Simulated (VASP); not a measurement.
KF, 2 atoms in the cell. It takes space group Fm-3m (No. 225, cubic). Conventional cell: a = 5.318 Å, b = 5.318 Å, c = 5.318 Å, α = 90.00°, β = 90.00°, γ = 90.00°. K (site symmetry m-3m) has 6 F at 2.66 Å within 3.5 Å. F (site symmetry m-3m) has 6 K at 2.66 Å within 3.5 Å. 

```yaml
Program: VASP 6.6.1
Task: single point
Functional: PBE
Potentials_or_basis: VASP PAW PBE potentials, release 64 (K_sv, F)
Cutoff: 520 eV
k_mesh: 6 × 6 × 6
Occupations: gaussian, width 0.01 eV
Spin: no spin polarisation
Dipole_correction: no
Further_INCAR_settings: ALGO = Normal; EDIFF = 1e-07; NBANDS = 15
```

Potentials or basis: VASP PAW PBE potentials, release 64 (K_sv, F).

Launch:

```bash
$ cat potpaw_PBE.64/K_sv/POTCAR potpaw_PBE.64/F/POTCAR > POTCAR
$ mpirun -np 1 vasp_std > vasp.out
```

Hardware: 1 thread of Intel(R) Xeon(R) Platinum 8259CL CPU @ 2.50GHz (Skylake/Cascade Lake), with other jobs on the host.

Problem. How long does it take, and how much memory?

Solution. Run time: 10 s on 1 thread of Intel(R) Xeon(R) Platinum 8259CL CPU @ 2.50GHz (Skylake/Cascade Lake), on a shared host, peak memory 0.15 GiB. Counts: scf iterations 14, k points 16.
